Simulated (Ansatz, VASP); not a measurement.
**Two plane-wave programs on NiO**

```
Ni O
1.0
     0.00000    2.15037    2.15037
     2.15037    0.00000    2.15037
     2.15037    2.15037    0.00000
Ni O
1 1
Direct
  0.00000 0.00000 0.00000
  0.50000 0.50000 0.50000
```

Alike in both runs: task single point; functional PBE; k mesh 10 × 10 × 10; occupations gaussian, width 0.05 eV; collinear spin; Hubbard terms Ni d U = 6.2 eV.

|  | VASP | Ansatz |
| --- | --- | --- |
| version | VASP 6.6.1 | Ansatz 0.2.0 |
| potentials or method | VASP PAW PBE potentials, release 64 (Ni, O), cutoff 520 eV | scalar-relativistic, plane waves, PAW |
| valence electrons in the cell | 16 | 24 |

Ansatz gave:

- gap on the k mesh at the Fermi level (eV): 1.82
- least direct gap on the mesh (eV): 2.87
- pressure (GPa): -4.0
- net moment per atom (μB): 1.00
- size of the moment on the site where the two differ most (μB): 1.74

Estimate VASP's values.

gap on the k mesh at the Fermi level (eV): 2.23; least direct gap on the mesh (eV): 3.01; pressure (GPa): -11.3; net moment per atom (μB): 1.00; size of the moment on the site where the two differ most (μB): 1.83.

Site moments also hang on the region over which each program counts them. The programs project onto different local orbitals, so the same U acts differently, and such runs can settle in different states. VASP's potentials hold 16 valence electrons a cell and Ansatz's 24, so a difference there can come from the potentials and not from the codes.
